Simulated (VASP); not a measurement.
Wanted: the native input for a VASP 6.6.1 run.

```yaml
Task: single point
Functional: PBE
Potentials_or_basis: VASP PAW PBE potentials, release 64 (As)
Cutoff: 520 eV
k_mesh: 16 × 16 × 16
Occupations: fermi-dirac, width 0.08 eV
Spin: no spin polarisation
Dipole_correction: no
Further_INCAR_settings: ALGO = Normal; EDIFF = 1e-06; NBANDS = 8
```

The structure of As lies in POSCAR:

```
As
1.0
    0.0000000000      2.0630679384      2.0630679384
    2.0630679384      0.0000000000      2.0630679384
    2.0630679384      2.0630679384      0.0000000000
As
1
Direct
    0.0000000000      0.0000000000      0.0000000000
```

The input as run:

INCAR

```
SYSTEM = As
PREC     = Accurate       ! precision mode
ENCUT    = 520            ! plane-wave cutoff, eV
EDIFF    = 1E-6           ! SCF threshold, eV
ISMEAR   = -1             ! smearing method
SIGMA    = 0.08           ! smearing width, eV
LREAL    = .FALSE.        ! projectors in reciprocal space
LASPH    = .TRUE.         ! aspherical terms in the spheres
NELM     = 80             ! most SCF steps
ALGO     = Normal         ! electronic algorithm
ISIF     = 2              ! what is computed and relaxed
LWAVE    = .FALSE.        ! write WAVECAR
LCHARG   = .TRUE.         ! write CHGCAR
GGA      = PE             ! functional
LELF     = .TRUE.         ! ELF
LVHAR    = .TRUE.       
NBANDS   = 8              ! bands
```

KPOINTS

```
Automatic mesh
0
G
  16 16 16
  0 0 0
```

Potentials or basis: VASP PAW PBE potentials, release 64 (As).

Command:

```sh
$ cat potpaw_PBE.64/As/POTCAR > POTCAR
$ mpirun -np 1 vasp_std > vasp.out
```

Results of the run:

```yaml
Pressure: 9.4 GPa
```

Run time: 9.1 s on 1 thread of Intel(R) Xeon(R) Platinum 8488C (Sapphire Rapids), on a shared host, peak memory 0.14 GiB.
